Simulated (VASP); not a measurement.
A run of VASP 6.6.1 is set up as follows.

File INCAR:

```
PREC = Accurate
ENCUT = 500
EDIFF = 1E-8
ISMEAR = -1
SIGMA = 0.1
LREAL = False
LASPH = True
NELM = 120
ALGO = Normal
ISIF = 2
LWAVE = False
LCHARG = False
GGA = PS
IVDW = 13
NBANDS = 16
IBRION = 6
NFREE = 2
POTIM = 0.015
NSW = 1
GGA_COMPAT = False
```

File KPOINTS:

```
regular mesh
0
Gamma
  6 6 6
```

Contents of POSCAR:

```
HgTe
1.0
   -3.0456030000      3.0456030000      1.5594100000
    3.0456030000     -3.0456030000      1.5594100000
    3.0456030000      3.0456030000     -1.5594100000
Hg Te
1 1
Direct
    0.2500000000      0.7500000000      0.5000000000
    0.0000000000      0.0000000000      0.0000000000
```

Potentials or basis: VASP PAW PBE potentials, release 64 (Hg, Te).

Launch:

```bash
$ cat potpaw_PBE.64/Hg/POTCAR potpaw_PBE.64/Te/POTCAR > POTCAR
$ mpirun -np 1 vasp_std > vasp.out
```

**Question.** What does it give for the highest phonon frequency at Γ, LO-TO splitting left out?

**Answer.** 74 cm⁻¹.

**Question.** Estimate the dispersion energy per atom.

**Answer.** -0.262 eV.

Phonon frequencies in cm⁻¹ (negative: imaginary):
```csv
q point,frequencies
"(0.000, 0.000, 0.000)",0 0 0 16 74 74
```

Caveat: the k points lie up to 0.38 Å⁻¹ apart; the cell stands under pressure or tension, which shifts response properties.
